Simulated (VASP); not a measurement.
# C (Fd-3m) in VASP: further runs

The runs below take C through single point, with r2SCAN.

All numbers are computed with VASP 6.6.1; they aren't measurements. Logs are shortened: lines on timing, memory, paths and dates and some standing lists are left out, and cuts for length are marked.

### Step 1. The cell of the first run

It takes space group Fd-3m (No. 227, cubic). The conventional cell has a = 3.535 Å, b = 3.535 Å, c = 3.535 Å, α = 90.00°, β = 90.00°, γ = 90.00°. C (site symmetry -43m) has 4 C at 1.53 Å within 2.0 Å.

### Step 2. Single point, r2SCAN

Contents of POSCAR:

```
C
1.0
    1.7675122830      1.7675122830      0.0000000000
   -1.7675122830      1.7675122830      0.0000000000
    0.0000000000      1.7675122830      1.7675122830
C
2
Direct
    0.5000000000      0.5000000000      0.0000000000
    0.7500000000      0.2500000000      0.5000000000
```

Contents of INCAR.step1:

```
SYSTEM = C
PREC = Accurate
ENCUT = 520
ISMEAR = 0
SIGMA = 0.01
LREAL = .FALSE.
LASPH = .TRUE.
NELM = 80
NBANDS = 11
GGA = PE
ALGO = Normal
EDIFF = 1E-4
LWAVE = .TRUE.
LCHARG = .FALSE.
```

Contents of INCAR.step2:

```
SYSTEM = C
PREC = Accurate
ENCUT = 520
EDIFF = 1E-6
ISMEAR = 0
SIGMA = 0.01
LREAL = .FALSE.
LASPH = .TRUE.
NELM = 80
ALGO = Normal
ISIF = 2
LWAVE = .FALSE.
LCHARG = .FALSE.
METAGGA = R2SCAN
LMIXTAU = .TRUE.
NBANDS = 11
ISTART = 1
```

Contents of KPOINTS:

```
regular mesh
0
G
  12 12 12
  0 0 0
```

Potentials or basis: VASP PAW PBE potentials, release 64 (C).

Command:

```
> cat potpaw_PBE.64/C/POTCAR > POTCAR
> cp INCAR.step1 INCAR
> mpirun -np 1 vasp_std > vasp.out
> cp INCAR.step2 INCAR
> mpirun -np 1 vasp_std > vasp.out
```

OUTCAR:

```text
SYSTEM = C
   PREC = Accurate
   ENCUT = 520
   EDIFF = 1E-6
   ISMEAR = 0
   LREAL = .FALSE.
   LASPH = .TRUE.
   NELM = 80
   ISIF = 2
   METAGGA = R2SCAN
   ISTART = 1

 ion  position               nearest neighbor table
   1  0.500  0.500  0.000-   2 1.53   2 1.53   2 1.53   2 1.53
   2  0.750  0.250  0.500-   1 1.53   1 1.53   1 1.53   1 1.53

  LATTYP: Found a face centered cubic cell.
 ALAT       =     3.5350245660

  Lattice vectors:

 A1 = (   0.0000000000,   1.7675122830,   1.7675122830)
 A2 = (   1.7675122830,   0.0000000000,   1.7675122830)
 A3 = (   1.7675122830,   1.7675122830,   0.0000000000)

Analysis of symmetry for initial positions (statically):
=====================================================================
 Subroutine PRICEL returns:
 Original cell was already a primitive cell.

 Routine SETGRP: Setting up the symmetry group for a
 face centered cubic supercell.

 Subroutine GETGRP returns: Found 48 space group operations
 (whereof 24 operations were pure point group operations)
 out of a pool of 48 trial point group operations.

The static configuration has the point symmetry T_d .
 The point group associated with its full space group is O_h .

Analysis of symmetry for dynamics (positions and initial velocities):
=====================================================================
 Subroutine PRICEL returns:
 Original cell was already a primitive cell.

 Routine SETGRP: Setting up the symmetry group for a
 face centered cubic supercell.

 Subroutine GETGRP returns: Found 48 space group operations
 (whereof 24 operations were pure point group operations)
 out of a pool of 48 trial point group operations.

The dynamic configuration has the point symmetry T_d .
 The point group associated with its full space group is O_h .

 Subroutine INISYM returns: Found 48 space group operations
 (whereof 24 operations are pure point group operations),
 and found     1 'primitive' translations

----------------------------------------------------------------------------------------

                                     Primitive cell

  volume of cell :      11.0438

  direct lattice vectors                    reciprocal lattice vectors
     1.767512283  1.767512283  0.000000000     0.282883466  0.282883466 -0.282883466
    -1.767512283  1.767512283  0.000000000    -0.282883466  0.282883466 -0.282883466
     0.000000000  1.767512283  1.767512283     0.000000000  0.000000000  0.565766931

  length of vectors
     2.499639842  2.499639842  2.499639842     0.489968535  0.489968535  0.565766931

  position of ions in fractional coordinates (direct lattice)
     0.500000000  0.500000000  0.000000000
     0.750000000  0.250000000  0.500000000

  ion indices of the primitive-cell ions
   primitive index   ion index
                 1           1
                 2           2

----------------------------------------------------------------------------------------

 KPOINTS: regular mesh

Automatic generation of k-mesh.
 Grid dimensions read from file:
 generate k-points for:   12   12   12

 Generating k-lattice:

  Cartesian coordinates                     Fractional coordinates (reciprocal lattice)
     0.023573622  0.023573622 -0.023573622     0.083333333  0.000000000  0.000000000
    -0.023573622  0.023573622 -0.023573622     0.000000000  0.083333333  0.000000000
     0.000000000  0.000000000  0.047147244     0.000000000  0.000000000  0.083333333

  Length of vectors
     0.040830711  0.040830711  0.047147244

  Shift w.r.t. Gamma in fractional coordinates (k-lattice)
     0.000000000  0.000000000  0.000000000

 Subroutine IBZKPT returns following result:
 ===========================================

 Found     72 irreducible k-points:

 Following reciprocal coordinates:
            Coordinates               Weight
  0.000000  0.000000  0.000000      1.000000
  0.083333  0.000000  0.000000      8.000000
  0.166667  0.000000  0.000000      8.000000
  0.250000  0.000000  0.000000      8.000000
  0.333333  0.000000  0.000000      8.000000
  0.416667  0.000000  0.000000      8.000000
[... 16 lines left out ...]
  0.500000  0.166667  0.000000     24.000000
 -0.416667  0.166667  0.000000     24.000000
 [... further k-points ...]
   k-points           NKPTS =     72   k-points in BZ     NKDIM =     72   number of bands    NBANDS=     11
   number of dos      NEDOS =    301   number of ions     NIONS =      2
   total plane-waves  NPLWV =   8000
   dimension x,y,z NGX =    20 NGY =   20 NGZ =   20
   dimension x,y,z NGXF=    40 NGYF=   40 NGZF=   40
   ions per type =               2
   NGX,Y,Z   is equivalent  to a cutoff of  13.30, 13.30, 13.30 a.u.
   NGXF,Y,Z  is equivalent  to a cutoff of  26.60, 26.60, 26.60 a.u.
 SYSTEM =  C
   PREC   = accura    normal or accurate (medium, high low for compatibility)
   ISTART =      1    job   : 0-new  1-cont  2-samecut
   ICHARG =      0    charge: 1-file 2-atom 10-const
   ISPIN  =      1    spin polarized calculation?
   LNONCOLLINEAR =      F non collinear calculations
   LSORBIT =      F    spin-orbit coupling
   LASPH  =      T    aspherical Exc in radial PAW
   ENCUT  =  520.0 eV  38.22 Ry    6.18 a.u.   4.65  4.65  4.65*2*pi/ulx,y,z
   NELM   =     80;   NELMIN=  2; NELMDL=  0     # of ELM steps
   EDIFF  = 0.1E-05   stopping-criterion for ELM
   LREAL  =      F    real-space projection
   EDIFFG = 0.1E-04   stopping-criterion for IOM
   NSW    =      0    number of steps for IOM
   IBRION =     -1    ionic relax: 0-MD 1-quasi-New 2-CG
   NFREE  =      0    steps in history (QN), initial steepest desc. (CG)
   ISIF   =      2    stress and relaxation
   ISYM   =      2    0-nonsym 1-usesym 2-fastsym
   POTIM  = 0.5000    time-step for ionic-motion
   TEBEG  =    0.0;   TEEND  =   0.0 temperature during run
   PSTRESS=    0.0 pullay stress
   NELECT =       8.0000    total number of electrons
   NUPDOWN=      -1.0000    fix difference up-down
   EMIN   =  10.00;   EMAX   =-10.00  energy-range for DOS
   EFERMI =   0.00;   METHOD = LEGACY
   ISMEAR =     0;   SIGMA  =   0.01  broadening in eV -4-tet -1-fermi 0-gaus
   EFERMI_NEDOS =   21; number of points for ismear=-14 and -15
   IALGO  =     38    algorithm
   IMIX   =      4    mixing-type and parameters
     AMIX     =   0.40;   BMIX     =  1.00
     AMIX_MAG =   1.60;   BMIX_MAG =  1.00
  volume/ion in A,a.u.               =       5.52        37.26
  Fermi-wavevector in a.u.,A,eV,Ry     =   1.470277  2.778420 29.411896  2.161713
  Thomas-Fermi vector in A             =   2.585553
   LORBIT       =      0    0 simple, 1 ext, 2 COOP (PROOUT), +10 PAW based schemes
   METAGGA = R2SCAN    functional components
   LHFCALC =     F    Hartree Fock is set to
   AEXX    =    0.0000 exact exchange contribution
   IVDW    =     0    specifies the selected vdW correction
   LEPSILON=     F    determine dielectric tensor
   LRPA    =     F    only Hartree local field effects (RPA)
 non-spin polarized calculation
 Gauss-broadening in eV      SIGMA  =   0.01
  energy-cutoff  :      520.00
  volume of cell :       11.04
 maximum number of plane-waves:       310
   NGX =  9   NGY =  9   NGZ =  9

 number of electron       7.9999999 magnetization

 Free energy of the ion-electron system (eV)
  ---------------------------------------------------
  ext. energy  EPLUGINS =         0.00000000
  ---------------------------------------------------
  free energy    TOTEN  =       -19.64767275 eV

  energy without entropy =      -19.64767275  energy(sigma->0) =      -19.64767275

 E-fermi :  10.2598     XC(G=0): -14.4056

 val. band max:       10.1060992124   @ k =   0.0000   0.0000   0.0000
 cond. band min:      14.5119339670   @ k =  -0.3333   0.3333   0.0000
 fundamental gap:      4.4058347546
 Fermi energy:        10.2597774276

 k-point     1 :       0.0000    0.0000    0.0000
  band No.  band energies     occupation
      1     -12.9638      2.00000
      2      10.1061      2.00000
      3      10.1061      2.00000
      4      10.1061      2.00000
      5      16.0155      0.00000
      6      16.0155      0.00000
      7      16.0155      0.00000
      8      24.5725      0.00000
      9      30.8731      0.00000
     10      37.7939      0.00000
     11      37.7939      0.00000

 k-point     2 :       0.0833    0.0000    0.0000
  band No.  band energies     occupation
      1     -12.7591      2.00000
      2       8.7616      2.00000
      3       9.7508      2.00000
      4       9.7508      2.00000
      5      16.4815      0.00000
      6      16.4815      0.00000
      7      16.8178      0.00000
      8      24.7558      0.00000
      9      31.2204      0.00000
     10      35.6976      0.00000
     11      35.6976      0.00000

 k-point     3 :       0.1667    0.0000    0.0000
  band No.  band energies     occupation
      1     -12.1478      2.00000
      2       6.0189      2.00000
      3       8.9842      2.00000
      4       8.9842      2.00000
      5      17.4872      0.00000
      6      17.4872      0.00000
      7      18.0265      0.00000
      8      25.2777      0.00000
      9      31.9421      0.00000
     10      34.0265      0.00000
     11      34.0265      0.00000

 k-point     4 :       0.2500    0.0000    0.0000
  band No.  band energies     occupation
      1     -11.1391      2.00000
      2       2.9680      2.00000
      3       8.1982      2.00000
      4       8.1982      2.00000
      5      18.4132      0.00000
      6      18.4132      0.00000
      7      18.8521      0.00000
      8      25.9963      0.00000
      9      32.3846      0.00000
     10      33.6240      0.00000
     11      33.6240      0.00000

 k-point     5 :       0.3333    0.0000    0.0000
  band No.  band energies     occupation
      1      -9.7569      2.00000
      2      -0.0085      2.00000
      3       7.5762      2.00000
      4       7.5762      2.00000
      5      18.9241      0.00000
      6      18.9241      0.00000
      7      19.3144      0.00000
      8      26.6362      0.00000
      9      32.6441      0.00000
     10      34.5884      0.00000
     11      34.5884      0.00000
[... 211 lines left out ...]
 k-point    21 :       0.3333    0.1667    0.0000
  band No.  band energies     occupation
      1      -7.9822      2.00000
      2      -1.2567      2.00000
      3       3.9571      2.00000
      4       6.8813      2.00000
      5      18.7043      0.00000
      6      20.3289      0.00000
      7      21.9974      0.00000
      8      26.2847      0.00000
      9      31.6403      0.00000
     10      33.0822      0.00000
     11      36.7073      0.00000

 k-point    22 :       0.4167    0.1667    0.0000
  band No.  band energies     occupation
      1      -6.4123      2.00000
      2      -3.3606      2.00000
      3       4.1710      2.00000
      4       6.2016      2.00000
      5      18.1294      0.00000
      6      21.0470      0.00000
      7      22.1828      0.00000
      8      26.8311      0.00000
      9      30.9946      0.00000
     10      35.6894      0.00000
     11      36.6488      0.00000

 k-point    23 :       0.5000    0.1667    0.0000
  band No.  band energies     occupation
      1      -6.8580      2.00000
      2      -2.8221      2.00000
      3       4.6948      2.00000
      4       5.7918      2.00000
      5      17.6571      0.00000
      6      21.5878      0.00000
      7      22.2077      0.00000
      8      25.5106      0.00000
      9      31.7719      0.00000
     10      35.8355      0.00000
     11      38.3504      0.00000

 k-point    24 :      -0.4167    0.1667    0.0000
  band No.  band energies     occupation
      1      -8.5272      2.00000
      2      -0.4445      2.00000
      3       5.4683      2.00000
      4       5.6967      2.00000
      5      17.2084      0.00000
      6      21.9043      0.00000
      7      22.0839      0.00000
      8      23.7231      0.00000
      9      32.7883      0.00000
     10      34.3031      0.00000
     11      39.1410      0.00000

 [... further k-points ...]

------------------------ aborting loop because EDIFF is reached ----------------------------------------

  FORCE on cell =-STRESS in cart. coord.  units (eV):
  Direction    XX          YY          ZZ          XY          YZ          ZX
  --------------------------------------------------------------------------------------
  -------------------------------------------------------------------------------------
  Total        0.7735137      0.7735137      0.7735137     -0.0000000     -0.0000000      0.0000000
  in kB      112.2176716    112.2176716    112.2176716     -0.0000000     -0.0000000      0.0000000
  external PRESSURE =     112.2176716 kB  Pullay stress =       0.0000000 kB

 VOLUME and BASIS-vectors are now :
 -----------------------------------------------------------------------------
  energy-cutoff  :      520.00
  volume of cell :       11.04
      direct lattice vectors                 reciprocal lattice vectors
     1.767512283  1.767512283  0.000000000     0.282883466  0.282883466 -0.282883466
    -1.767512283  1.767512283  0.000000000    -0.282883466  0.282883466 -0.282883466
     0.000000000  1.767512283  1.767512283     0.000000000  0.000000000  0.565766931

 POSITION                                       TOTAL-FORCE (eV/Angst)
 -----------------------------------------------------------------------------------
      0.00000      1.76751      0.00000        -0.000000      0.000000      0.000000
      0.88376      2.65127      0.88376         0.000000     -0.000000      0.000000
 -----------------------------------------------------------------------------------
    total drift:                                0.000000      0.000000      0.000000

  FREE ENERGIE OF THE ION-ELECTRON SYSTEM (eV)
  ---------------------------------------------------
  free  energy   TOTEN  =       -19.6476727543 eV

  energy  without entropy=      -19.6476727543  energy(sigma->0) =      -19.64767275
```

Run time: 32 s. Hardware: 1 thread of Intel Xeon 8259CL, shared host; peak memory 0.12 GiB.

What came out:

| Item | Value |
| --- | --- |
| Free energy | -19.6477 eV |
| Pressure | 11.2 GPa |
| Band gap on the k mesh | 4.41 eV (least direct gap 5.91 eV) |

Levels at points of the mesh, in eV from the valence-band top:
```csv
k point,band 2,band 3,band 4,band 5,band 6,band 7
"(0.00, 0.00, 0.00)",0.00,0.00,0.00,5.91,5.91,5.91
"(0.50, 0.00, 0.00)",-14.35,-3.05,-3.05,8.99,8.99,9.51
"(0.50, 0.50, 0.00)",-13.78,-6.83,-6.83,5.06,5.06,18.30
```

Caveat: the cell stands under pressure; the PAW data sets were made with another functional, which shifts forces and pressure a little. A k mesh can miss the band edges.

[end of part 1 of 2]
